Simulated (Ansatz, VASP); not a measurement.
## Two plane-wave programs on GaAsSe3

```
CELL_PARAMETERS angstrom
4.17090 0.00000 0.00000
-2.08545 3.61210 0.00000
0.00000 0.00000 8.24259
ATOMIC_POSITIONS crystal
Ga 0.33333 0.66667 0.50000
As 0.66667 0.33333 0.00000
Se 0.00000 0.00000 0.81437
Se 0.00000 0.00000 0.18563
Se 0.66667 0.33333 0.50000
```

Change from the starting cell: species swapped into the GaNi3As type (P-6m2, No. 187).

Alike in both runs: functional PBE; k mesh 12 × 12 × 6; occupations gaussian, width 0.1 eV; no spin polarisation.

Ansatz relaxed the structure, and its values are those at the end. VASP's run is a single point on that final structure, the one shown.

|  | VASP | Ansatz |
| --- | --- | --- |
| version | VASP 6.6.1 | Ansatz 0.2.0 |
| potentials or method | VASP PAW PBE potentials, release 64 (Ga_d, As, Se), cutoff 520 eV | scalar-relativistic, plane waves, PAW |
| valence electrons in the cell | 36 | 76 |

|  | VASP | Ansatz | Ansatz less VASP |
| --- | --- | --- | --- |
| gap on the k mesh at the Fermi level (eV) | none | none | - |
| pressure (GPa) | 0.1 | 0.0 | -0.06 |

A gap of «none» marks a metal or a gap that the smearing closes. The functional is the same, so the differences come from potentials, cutoffs and numerics. VASP's potentials hold 36 valence electrons a cell and Ansatz's 76, so a difference there can come from the potentials and not from the codes.
